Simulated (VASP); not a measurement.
Set up this calculation in VASP 6.6.1, as the native input.

| Quantity | Value |
| --- | --- |
| Task | single point |
| Functional | PBEsol |
| Potentials or basis | VASP PAW PBE potentials, release 64 (Os) |
| Cutoff | 520 eV |
| k mesh | 24 × 24 × 12 |
| Occupations | gaussian, width 0.15 eV |
| Spin | no spin polarisation |
| Dipole correction | no |
| Further INCAR settings | ALGO = Fast; EDIFF = 1e-06; NBANDS = 15 |

The structure of Os lies in POSCAR:

```
Os
1.0
    2.6899938761      0.0000000000      0.0000000000
   -1.3449969381      2.3296030327      0.0000000000
    0.0000000000      0.0000000000      4.4625159954
Os
2
Direct
    0.3333333333      0.6666666667      0.2500000000
    0.6666666667      0.3333333333      0.7500000000
```

This cell differs from its parent crystal: ratio of the length along z to the lengths across it x 1.05, volume and fractional coordinates fixed.

The input as run:

INCAR

```
SYSTEM = Os
ALGO     = Fast           ! electronic algorithm
EDIFF    = 1E-6           ! SCF threshold, eV
ENCUT    = 520            ! plane-wave cutoff, eV
GGA      = PS             ! functional
ISIF     = 2              ! what is computed and relaxed
ISMEAR   = 0              ! smearing method
LASPH    = .TRUE.         ! aspherical terms in the spheres
LCHARG   = .FALSE.        ! write CHGCAR
LREAL    = .FALSE.        ! projectors in reciprocal space
LWAVE    = .FALSE.        ! write WAVECAR
NBANDS   = 15             ! bands
NELM     = 100            ! most SCF steps
PREC     = Accurate       ! precision mode
SIGMA    = 0.15           ! smearing width, eV
```

KPOINTS

```
k-points
0
G
  24 24 12
  0 0 0
```

Potentials or basis: VASP PAW PBE potentials, release 64 (Os).

Launch:

```console
$ cat potpaw_PBE.64/Os/POTCAR > POTCAR
$ mpirun -np 1 vasp_std > vasp.out
```

Results of the run:

| Quantity | Value |
| --- | --- |
| Pressure | -2.0 GPa |
| Band gap on the k mesh | zero (band 8 reaches 11.77 eV, above the bottom of band 9 at 7.72 eV) |

Caveat: the PAW data sets were made with another functional, which shifts forces and pressure a little; spin-orbit coupling is left out, which moves the levels of the heavy elements.

It took 84 s on 1 thread of Intel(R) Xeon(R) Platinum 8488C (Sapphire Rapids), on a shared host, peak memory 0.26 GiB.
